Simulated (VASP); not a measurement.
# NaH (Fm-3m) in VASP: further runs

The runs below take NaH through single point, with r2SCAN.

Program: VASP 6.6.1. These are calculated values, not measurements. Logs are shortened: lines on timing, memory, paths and dates and some standing lists are left out, and cuts for length are marked.

### 1 The cell of the first run

The structure is cubic, space group Fm-3m (No. 225). Conventional cell: a = 4.843 Å, b = 4.843 Å, c = 4.843 Å, α = 90.00°, β = 90.00°, γ = 90.00°. Within 3.2 Å of Na (site symmetry m-3m) lie 6 H at 2.42 Å. H (site symmetry m-3m) has 6 Na at 2.42 Å within 3.2 Å.

### 2 Single point, r2SCAN (volume changed by +3%)

POSCAR reads:

```
NaH
1.0
    0.0000000000      2.4212515720      2.4212515720
    2.4212515720      0.0000000000      2.4212515720
    2.4212515720      2.4212515720      0.0000000000
Na H
1 1
Direct
    0.0000000000      0.0000000000      0.0000000000
    0.5000000000      0.5000000000      0.5000000000
```

INCAR.step1 reads:

```
SYSTEM = NaH
PREC = Accurate
ENCUT = 520
ISMEAR = 0
SIGMA = 0.01
LREAL = .FALSE.
LASPH = .TRUE.
NELM = 80
NBANDS = 11
GGA = PE
ALGO = Normal
EDIFF = 1E-4
LWAVE = .TRUE.
LCHARG = .FALSE.
```

INCAR.step2 reads:

```
SYSTEM = NaH
PREC = Accurate
ENCUT = 520
EDIFF = 1E-6
ISMEAR = 0
SIGMA = 0.01
LREAL = .FALSE.
LASPH = .TRUE.
NELM = 80
ALGO = Normal
ISIF = 2
LWAVE = .FALSE.
LCHARG = .FALSE.
METAGGA = R2SCAN
LMIXTAU = .TRUE.
NBANDS = 11
ISTART = 1
```

KPOINTS reads:

```
regular mesh
0
G
  8 8 8
  0 0 0
```

Potentials or basis: VASP PAW PBE potentials, release 64 (Na_pv, H).

The run is started by

```
$ cat potpaw_PBE.64/Na_pv/POTCAR potpaw_PBE.64/H/POTCAR > POTCAR
$ cp INCAR.step1 INCAR
$ mpirun -np 1 vasp_std > vasp.out
$ cp INCAR.step2 INCAR
$ mpirun -np 1 vasp_std > vasp.out
```

OUTCAR:

```text
SYSTEM = NaH
   PREC = Accurate
   ENCUT = 520
   EDIFF = 1E-6
   ISMEAR = 0
   LREAL = .FALSE.
   LASPH = .TRUE.
   NELM = 80
   ISIF = 2
   METAGGA = R2SCAN
   ISTART = 1

 ion  position               nearest neighbor table
   1  0.000  0.000  0.000-
   2  0.500  0.500  0.500-

  LATTYP: Found a face centered cubic cell.
 ALAT       =     4.8425031440

  Lattice vectors:

 A1 = (   0.0000000000,   2.4212515720,   2.4212515720)
 A2 = (   2.4212515720,   0.0000000000,   2.4212515720)
 A3 = (   2.4212515720,   2.4212515720,   0.0000000000)

Analysis of symmetry for initial positions (statically):
=====================================================================
 Subroutine PRICEL returns:
 Original cell was already a primitive cell.

 Routine SETGRP: Setting up the symmetry group for a
 face centered cubic supercell.

 Subroutine GETGRP returns: Found 48 space group operations
 (whereof 48 operations were pure point group operations)
 out of a pool of 48 trial point group operations.

The static configuration has the point symmetry O_h .

Analysis of symmetry for dynamics (positions and initial velocities):
=====================================================================
 Subroutine PRICEL returns:
 Original cell was already a primitive cell.

 Routine SETGRP: Setting up the symmetry group for a
 face centered cubic supercell.

 Subroutine GETGRP returns: Found 48 space group operations
 (whereof 48 operations were pure point group operations)
 out of a pool of 48 trial point group operations.

The dynamic configuration has the point symmetry O_h .

 Subroutine INISYM returns: Found 48 space group operations
 (whereof 48 operations are pure point group operations),
 and found     1 'primitive' translations

----------------------------------------------------------------------------------------

                                     Primitive cell

  volume of cell :      28.3890

  direct lattice vectors                    reciprocal lattice vectors
     0.000000000  2.421251572  2.421251572    -0.206504770  0.206504770  0.206504770
     2.421251572  0.000000000  2.421251572     0.206504770 -0.206504770  0.206504770
     2.421251572  2.421251572  0.000000000     0.206504770  0.206504770 -0.206504770

  length of vectors
     3.424166811  3.424166811  3.424166811     0.357676754  0.357676754  0.357676754

  position of ions in fractional coordinates (direct lattice)
     0.000000000  0.000000000  0.000000000
     0.500000000  0.500000000  0.500000000

  ion indices of the primitive-cell ions
   primitive index   ion index
                 1           1
                 2           2

----------------------------------------------------------------------------------------

 KPOINTS: regular mesh

Automatic generation of k-mesh.
 Grid dimensions read from file:
 generate k-points for:    8    8    8

 Generating k-lattice:

  Cartesian coordinates                     Fractional coordinates (reciprocal lattice)
    -0.025813096  0.025813096  0.025813096     0.125000000  0.000000000  0.000000000
     0.025813096 -0.025813096  0.025813096     0.000000000  0.125000000  0.000000000
     0.025813096  0.025813096 -0.025813096     0.000000000  0.000000000  0.125000000

  Length of vectors
     0.044709594  0.044709594  0.044709594

  Shift w.r.t. Gamma in fractional coordinates (k-lattice)
     0.000000000  0.000000000  0.000000000

 Subroutine IBZKPT returns following result:
 ===========================================

 Found     29 irreducible k-points:

 Following reciprocal coordinates:
            Coordinates               Weight
  0.000000  0.000000  0.000000      1.000000
  0.125000  0.000000  0.000000      8.000000
  0.250000  0.000000  0.000000      8.000000
  0.375000  0.000000  0.000000      8.000000
  0.500000  0.000000  0.000000      4.000000
  0.125000  0.125000  0.000000      6.000000
[... 16 lines left out ...]
  0.500000  0.250000  0.125000     48.000000
 -0.375000  0.250000  0.125000     24.000000
 [... further k-points ...]
   k-points           NKPTS =     29   k-points in BZ     NKDIM =     29   number of bands    NBANDS=     11
   number of dos      NEDOS =    301   number of ions     NIONS =      2
   total plane-waves  NPLWV =  21952
   dimension x,y,z NGX =    28 NGY =   28 NGZ =   28
   dimension x,y,z NGXF=    56 NGYF=   56 NGZF=   56
   ions per type =               1   1
   NGX,Y,Z   is equivalent  to a cutoff of  13.59, 13.59, 13.59 a.u.
   NGXF,Y,Z  is equivalent  to a cutoff of  27.19, 27.19, 27.19 a.u.
 SYSTEM =  NaH
   PREC   = accura    normal or accurate (medium, high low for compatibility)
   ISTART =      1    job   : 0-new  1-cont  2-samecut
   ICHARG =      0    charge: 1-file 2-atom 10-const
   ISPIN  =      1    spin polarized calculation?
   LNONCOLLINEAR =      F non collinear calculations
   LSORBIT =      F    spin-orbit coupling
   LASPH  =      T    aspherical Exc in radial PAW
   ENCUT  =  520.0 eV  38.22 Ry    6.18 a.u.   6.37  6.37  6.37*2*pi/ulx,y,z
   NELM   =     80;   NELMIN=  2; NELMDL=  0     # of ELM steps
   EDIFF  = 0.1E-05   stopping-criterion for ELM
   LREAL  =      F    real-space projection
   EDIFFG = 0.1E-04   stopping-criterion for IOM
   NSW    =      0    number of steps for IOM
   IBRION =     -1    ionic relax: 0-MD 1-quasi-New 2-CG
   NFREE  =      0    steps in history (QN), initial steepest desc. (CG)
   ISIF   =      2    stress and relaxation
   ISYM   =      2    0-nonsym 1-usesym 2-fastsym
   POTIM  = 0.5000    time-step for ionic-motion
   TEBEG  =    0.0;   TEEND  =   0.0 temperature during run
   PSTRESS=    0.0 pullay stress
   NELECT =       8.0000    total number of electrons
   NUPDOWN=      -1.0000    fix difference up-down
   EMIN   =  10.00;   EMAX   =-10.00  energy-range for DOS
   EFERMI =   0.00;   METHOD = LEGACY
   ISMEAR =     0;   SIGMA  =   0.01  broadening in eV -4-tet -1-fermi 0-gaus
   EFERMI_NEDOS =   21; number of points for ismear=-14 and -15
   IALGO  =     38    algorithm
   IMIX   =      4    mixing-type and parameters
     AMIX     =   0.40;   BMIX     =  1.00
     AMIX_MAG =   1.60;   BMIX_MAG =  1.00
  volume/ion in A,a.u.               =      14.19        95.79
  Fermi-wavevector in a.u.,A,eV,Ry     =   1.073301  2.028245 15.673575  1.151975
  Thomas-Fermi vector in A             =   2.209096
   LORBIT       =      0    0 simple, 1 ext, 2 COOP (PROOUT), +10 PAW based schemes
   METAGGA = R2SCAN    functional components
   LHFCALC =     F    Hartree Fock is set to
   AEXX    =    0.0000 exact exchange contribution
   IVDW    =     0    specifies the selected vdW correction
   LEPSILON=     F    determine dielectric tensor
   LRPA    =     F    only Hartree local field effects (RPA)
 non-spin polarized calculation
 Gauss-broadening in eV      SIGMA  =   0.01
  energy-cutoff  :      520.00
  volume of cell :       28.39
 maximum number of plane-waves:       778
 NGX is ok and might be reduce to    28
   NGX = 13   NGY = 13   NGZ = 13

 number of electron       8.0000001 magnetization

 Free energy of the ion-electron system (eV)
  ---------------------------------------------------
  ext. energy  EPLUGINS =         0.00000000
  ---------------------------------------------------
  free energy    TOTEN  =        -7.59953018 eV

  energy without entropy =       -7.59953018  energy(sigma->0) =       -7.59953018

 E-fermi :  -1.3217     XC(G=0):  -8.1164

 val. band max:       -1.4727340408   @ k =  -0.2500   0.5000   0.2500
 cond. band min:       2.8842104533   @ k =   0.5000   0.0000   0.0000
 fundamental gap:      4.3569444941
 Fermi energy:        -1.3216974933

 k-point     1 :       0.0000    0.0000    0.0000
  band No.  band energies     occupation
      1     -24.3839      2.00000
      2     -24.3835      2.00000
      3     -24.3835      2.00000
      4      -5.0070      2.00000
      5       9.9098      0.00000
      6      14.8305      0.00000
      7      14.8305      0.00000
      8      14.8306      0.00000
      9      15.7406      0.00000
     10      15.7406      0.00000
     11      15.7407      0.00000

 k-point     2 :       0.1250    0.0000    0.0000
  band No.  band energies     occupation
      1     -24.3964      2.00000
      2     -24.3854      2.00000
      3     -24.3850      2.00000
      4      -4.7384      2.00000
      5       8.8995      0.00000
      6      12.2749      0.00000
      7      13.9979      0.00000
      8      13.9981      0.00000
      9      16.6644      0.00000
     10      16.6647      0.00000
     11      17.0163      0.00000

 k-point     3 :       0.2500    0.0000    0.0000
  band No.  band energies     occupation
      1     -24.4272      2.00000
      2     -24.3890      2.00000
      3     -24.3886      2.00000
      4      -3.9786      2.00000
      5       6.3983      0.00000
      6      10.8905      0.00000
      7      13.1328      0.00000
      8      13.1331      0.00000
      9      16.8300      0.00000
     10      16.8308      0.00000
     11      18.3889      0.00000

 k-point     4 :       0.3750    0.0000    0.0000
  band No.  band energies     occupation
      1     -24.4577      2.00000
      2     -24.3925      2.00000
      3     -24.3922      2.00000
      4      -2.9316      2.00000
      5       3.9888      0.00000
      6      10.3293      0.00000
      7      12.5862      0.00000
      8      12.5867      0.00000
      9      16.2721      0.00000
     10      16.2731      0.00000
     11      18.7058      0.00000
[... 239 lines left out ...]
 k-point    22 :       0.3750    0.2500    0.1250
  band No.  band energies     occupation
      1     -24.4342      2.00000
      2     -24.4038      2.00000
      3     -24.3935      2.00000
      4      -3.3703      2.00000
      5       6.0120      0.00000
      6       8.3906      0.00000
      7      11.4966      0.00000
      8      14.3767      0.00000
      9      14.9296      0.00000
     10      17.5307      0.00000
     11      20.2645      0.00000

 k-point    23 :       0.5000    0.2500    0.1250
  band No.  band energies     occupation
      1     -24.4500      2.00000
      2     -24.4126      2.00000
      3     -24.3981      2.00000
      4      -2.4534      2.00000
      5       4.5053      0.00000
      6       7.2175      0.00000
      7      10.6348      0.00000
      8      14.4641      0.00000
      9      15.6635      0.00000
     10      17.7542      0.00000
     11      20.0196      0.00000

 k-point    24 :      -0.3750    0.2500    0.1250
  band No.  band energies     occupation
      1     -24.4568      2.00000
      2     -24.4153      2.00000
      3     -24.4008      2.00000
      4      -1.9374      2.00000
      5       3.6727      0.00000
      6       6.9509      0.00000
      7      10.2812      0.00000
      8      14.4245      0.00000
      9      15.5191      0.00000
     10      18.8514      0.00000
     11      21.0121      0.00000

 [... further k-points ...]

------------------------ aborting loop because EDIFF is reached ----------------------------------------

  FORCE on cell =-STRESS in cart. coord.  units (eV):
  Direction    XX          YY          ZZ          XY          YZ          ZX
  --------------------------------------------------------------------------------------
  -------------------------------------------------------------------------------------
  Total       -0.1493572     -0.1493572     -0.1493572      0.0000000      0.0000000     -0.0000000
  in kB       -8.4292118     -8.4292118     -8.4292118      0.0000000      0.0000000     -0.0000000
  external PRESSURE =      -8.4292118 kB  Pullay stress =       0.0000000 kB

 VOLUME and BASIS-vectors are now :
 -----------------------------------------------------------------------------
  energy-cutoff  :      520.00
  volume of cell :       28.39
      direct lattice vectors                 reciprocal lattice vectors
     0.000000000  2.421251572  2.421251572    -0.206504770  0.206504770  0.206504770
     2.421251572  0.000000000  2.421251572     0.206504770 -0.206504770  0.206504770
     2.421251572  2.421251572  0.000000000     0.206504770  0.206504770 -0.206504770

 POSITION                                       TOTAL-FORCE (eV/Angst)
 -----------------------------------------------------------------------------------
      0.00000      0.00000      0.00000         0.000000      0.000000      0.000000
      2.42125      2.42125      2.42125        -0.000000     -0.000000     -0.000000
 -----------------------------------------------------------------------------------
    total drift:                               -0.000000      0.000000      0.000000

  FREE ENERGIE OF THE ION-ELECTRON SYSTEM (eV)
  ---------------------------------------------------
  free  energy   TOTEN  =        -7.5995301832 eV

  energy  without entropy=       -7.5995301832  energy(sigma->0) =       -7.59953018
```

Wall time 59 s (1 thread of AMD EPYC 7R13, shared host); peak memory 0.12 GiB.

What came out:

```
Free energy            : -7.5995 eV
Pressure               : -0.8 GPa
Band gap on the k mesh : 4.36 eV, indirect (least direct gap 5.19 eV)
```

Levels at points of the mesh, in eV from the valence-band top:
| k point | band 2 | band 3 | band 4 | band 5 | band 6 | band 7 |
| --- | --- | --- | --- | --- | --- | --- |
| (0.00, 0.00, 0.00) | -22.91 | -22.91 | -3.53 | 11.38 | 16.30 | 16.30 |
| (0.50, 0.00, 0.00) | -22.92 | -22.92 | -0.83 | 4.36 | 11.64 | 13.87 |
| (0.50, 0.50, 0.00) | -22.94 | -22.94 | -0.17 | 5.17 | 10.68 | 11.34 |

Caveat: the PAW data sets were made with another functional, which shifts forces and pressure a little.

### 3 Single point, r2SCAN (volume changed by +6%)

POSCAR reads:

```
NaH
1.0
    0.0000000000      2.4445342654      2.4445342654
    2.4445342654      0.0000000000      2.4445342654
    2.4445342654      2.4445342654      0.0000000000
Na H
1 1
Direct
    0.0000000000      0.0000000000      0.0000000000
    0.5000000000      0.5000000000      0.5000000000
```

INCAR.step1 reads:

```
SYSTEM = NaH
PREC     = Accurate       ! precision mode
ENCUT    = 520            ! plane-wave cutoff, eV
ISMEAR   = 0              ! smearing method
SIGMA    = 0.01           ! smearing width, eV
LREAL    = .False.        ! projectors in reciprocal space
LASPH    = .True.         ! aspherical terms in the spheres
NELM     = 80             ! most SCF steps
NBANDS   = 11             ! bands
GGA      = PE             ! functional
ALGO     = Normal         ! electronic algorithm
EDIFF    = 1E-4           ! SCF threshold, eV
LWAVE    = .True.         ! write WAVECAR
LCHARG   = .False.        ! write CHGCAR
```

INCAR.step2 reads:

```
SYSTEM = NaH
PREC     = Accurate       ! precision mode
ENCUT    = 520            ! plane-wave cutoff, eV
EDIFF    = 1E-7           ! SCF threshold, eV
ISMEAR   = 0              ! smearing method
SIGMA    = 0.01           ! smearing width, eV
LREAL    = .False.        ! projectors in reciprocal space
LASPH    = .True.         ! aspherical terms in the spheres
NELM     = 80             ! most SCF steps
ALGO     = Normal         ! electronic algorithm
ISIF     = 2              ! what is computed and relaxed
LWAVE    = .False.        ! write WAVECAR
LCHARG   = .False.        ! write CHGCAR
METAGGA  = R2SCAN         ! meta-GGA
LMIXTAU  = .True.       
NBANDS   = 11             ! bands
ISTART   = 1
```

KPOINTS reads:

```
regular mesh
0
Gamma
  8 8 8
  0 0 0
```

Potentials or basis: VASP PAW PBE potentials, release 64 (Na_pv, H).

The run is started by

```
$ cat potpaw_PBE.64/Na_pv/POTCAR potpaw_PBE.64/H/POTCAR > POTCAR
$ cp INCAR.step1 INCAR
$ mpirun -np 1 vasp_std > vasp.out
$ cp INCAR.step2 INCAR
$ mpirun -np 1 vasp_std > vasp.out
```

Run time: 88 s. Hardware: 1 thread of AMD EPYC 7R13, shared host; peak memory 0.13 GiB.

It converged, with:

* Free energy: -7.5938 eV
* Pressure: -1.4 GPa
* Band gap on the k mesh: 4.31 eV, indirect (least direct gap 5.12 eV)

Levels at points of the mesh, in eV from the valence-band top:
```
           k point  band 1  band 2  band 3  band 4  band 5  band 6  band 7  band 8  band 9
(0.00, 0.00, 0.00)  -22.97  -22.97  -22.97   -3.46   11.12   16.09   16.09   16.09   16.93
(0.50, 0.00, 0.00)  -23.04  -22.98  -22.98   -0.82    4.31   11.44   13.69   13.69   17.20
(0.50, 0.50, 0.00)  -23.04  -22.99  -22.99   -0.16    5.11   10.57   11.16   11.16   12.68
```

Caveat: the PAW data sets were made with another functional, which shifts forces and pressure a little. A k mesh can miss the band edges.

(Continued in part 2 of 2.)
